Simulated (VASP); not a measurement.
Os: single point with r2SCAN

Crystal: Os.

```
CELL_PARAMETERS angstrom
0.00000 1.91582 1.88665
1.91582 0.00000 1.88665
1.91582 1.91582 0.00000
ATOMIC_POSITIONS crystal
Os 0.00000 0.00000 0.00000
```

This cell differs from its parent crystal: strain -0.015 along x and y, -0.030 along z.

```json
{
 "Program": "VASP 6.6.1",
 "Task": "single point",
 "Functional": "r2SCAN",
 "Potentials or basis": "VASP PAW PBE potentials, release 64 (Os)",
 "Cutoff": "520 eV",
 "k mesh": "20 × 20 × 20",
 "Occupations": "gaussian, width 0.15 eV",
 "Spin": "no spin polarisation"
}
```

```
Pressure               : 8.2 GPa
Band gap on the k mesh : zero (bands 4 and 5 overlap by 4.40 eV)
```

Stress tensor (GPa, compression positive):
```
 6.46  0.00  0.00
 0.00  6.46  0.00
 0.00  0.00 11.70
```

Levels at points of the mesh, in eV from the Fermi level:
```tsv
k point	band 1	band 2	band 3	band 4	band 5	band 6	band 7	band 8
(0.00, 0.00, 0.00)	-11.43	-3.27	-3.27	-3.03	-0.15	0.16	14.90	20.94
(0.50, 0.00, 0.00)	-8.18	-3.51	-3.25	-0.28	2.50	2.64	9.62	14.46
(0.50, 0.50, 0.00)	-8.07	-7.35	2.49	2.66	3.31	3.31	12.76	12.76
(0.50, 0.00, 0.50)	-8.09	-7.33	2.31	2.51	3.19	3.41	12.93	12.99
```

It took 3.8 min on 1 thread of Intel(R) Xeon(R) 6975P-C (Granite Rapids) (shared host), peak memory 0.21 GiB.

Caveat: the cell differs from its parent crystal (strain -0.015 along x and y, -0.030 along z); the cell stands under pressure; the PAW data sets were made with another functional, which shifts forces and pressure a little; spin-orbit coupling is left out, which moves the levels of the heavy elements.
